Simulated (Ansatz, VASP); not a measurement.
SrO in VASP and in Ansatz

```
Sr O
1.0
     0.02249    2.56980    2.56980
     2.56980    0.02249    2.56980
     2.59229    2.59229    0.00000
Sr O
1 1
Direct
  0.00000 0.00000 0.00000
  0.50000 0.50000 0.50000
```

Change from the starting cell: strain +0.0175 x Voigt [0, 0, 0, 0, 0, 1], atoms carried along.

Alike in both runs: task single point; functional PBE; k mesh 8 × 8 × 8; occupations gaussian, width 0.05 eV; no spin polarisation.

|  | VASP | Ansatz |
| --- | --- | --- |
| version | VASP 6.6.1 | Ansatz 0.2.0 |
| potentials or method | VASP PAW PBE potentials, release 64 (Sr_sv, O), cutoff 520 eV | scalar-relativistic, plane waves, PAW |
| valence electrons in the cell | 16 | 16 |

|  | VASP | Ansatz | Ansatz less VASP |
| --- | --- | --- | --- |
| gap on the k mesh at the Fermi level (eV) | 3.24 | 3.29 | +0.049 |
| least direct gap on the mesh (eV) | 3.33 | 3.37 | +0.038 |
| pressure (GPa) | 3.5 | 2.9 | -0.59 |
| traceless stress, the component that is largest in VASP (GPa) | -0.95 | -0.95 | 0.000 |
